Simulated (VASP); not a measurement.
Write the native input for VASP 6.6.1 that does the following.

| Property | Result |
| --- | --- |
| Task | relaxation of cell and atoms |
| Functional | r2SCAN |
| Potentials or basis | VASP PAW PBE potentials, release 64 (Ta_pv, K_sv, O) |
| Cutoff | 600 eV |
| k mesh | 7 × 7 × 7 |
| Occupations | fermi-dirac, width 0.05 eV |
| Spin | no spin polarisation |
| Hubbard terms | Ta d U = 6.0 eV |
| Dipole correction | no |
| Further INCAR settings | ALGO = Normal; EDIFF = 1e-06; IBRION = 2; EDIFFG = -0.01; NSW = 60; ISIF = 3 |

Crystal: KTaO3.

```xyz
5
Lattice="3.9883 0.0000 0.0000 0.0000 3.9883 0.0000 0.0000 0.0000 3.9883" Properties=species:S:1:pos:R:3 pbc="T T T"
Ta    0.0000    0.0000    0.0000
K     1.9942    1.9942    1.9942
O     0.0000    0.0000    1.9942
O     0.0000    1.9942    0.0000
O     1.9942    0.0000    0.0000
```

These files were run (other wordings do the same):

POSCAR

```
KTaO3
1.0
    3.9883000000      0.0000000000      0.0000000000
    0.0000000000      3.9883000000      0.0000000000
    0.0000000000      0.0000000000      3.9883000000
Ta K O
1 1 3
Direct
    0.0000000000      0.0000000000      0.0000000000
    0.5000000000      0.5000000000      0.5000000000
    0.0000000000      0.0000000000      0.5000000000
    0.0000000000      0.5000000000      0.0000000000
    0.5000000000      0.0000000000      0.0000000000
```

INCAR.step1

```
SYSTEM = KTaO3
ALGO = Normal
EDIFF = 1E-4
ENCUT = 600
GGA = PE
ISMEAR = -1
LASPH = .True.
LCHARG = .False.
LDAU = .True.
LDAUJ = 0 0 0
LDAUL = 2 -1 -1
LDAUTYPE = 2
LDAUU = 6 0 0
LMAXMIX = 4
LREAL = .False.
LWAVE = .True.
NELM = 150
PREC = Accurate
SIGMA = 0.05
```

INCAR.step2

```
SYSTEM = KTaO3
ALGO = Normal
EDIFF = 1E-6
EDIFFG = -0.01
ENCUT = 600
IBRION = 2
ISIF = 3
ISMEAR = -1
ISTART = 1
LASPH = .True.
LCHARG = .False.
LDAU = .True.
LDAUJ = 0 0 0
LDAUL = 2 -1 -1
LDAUPRINT = 1
LDAUTYPE = 2
LDAUU = 6 0 0
LMAXMIX = 4
LMIXTAU = .True.
LREAL = .False.
LWAVE = .False.
METAGGA = R2SCAN
NELM = 150
NSW = 60
PREC = Accurate
SIGMA = 0.05
```

KPOINTS

```
k-points
0
Gamma
  7 7 7
  0 0 0
```

Potentials or basis: VASP PAW PBE potentials, release 64 (Ta_pv, K_sv, O).

The run is started by

```sh
$ cat potpaw_PBE.64/Ta_pv/POTCAR potpaw_PBE.64/K_sv/POTCAR potpaw_PBE.64/O/POTCAR > POTCAR
$ cp INCAR.step1 INCAR
$ mpirun -np 1 vasp_std > vasp.out
$ cp INCAR.step2 INCAR
$ mpirun -np 1 vasp_std > vasp.out
```

Results of the run:

* Relaxed volume: 13.14 Å³/atom
* Relaxed cell: a = 4.035 Å, b = 4.035 Å, c = 4.035 Å, α = 90.00°, β = 90.00°, γ = 90.00°
* Space group after relaxing (to 0.1 Å): Pm-3m (No. 221)
* Energy gained by relaxing: 9.9 meV/atom
* Ionic steps: 3
* Pressure after relaxing: -0.1 GPa
* Band gap on the k mesh: 3.49 eV (least direct gap 4.17 eV)

Caveat: the PAW data sets were made with another functional, which shifts forces and pressure a little; spin-orbit coupling is left out, which moves the levels of the heavy elements; an odd mesh through Γ misses points on the zone boundary, where band edges can lie.

It took 5.6 min on 1 thread of Oxide Virtual Turin-like Processor, with other jobs on the host, peak memory 0.19 GiB.
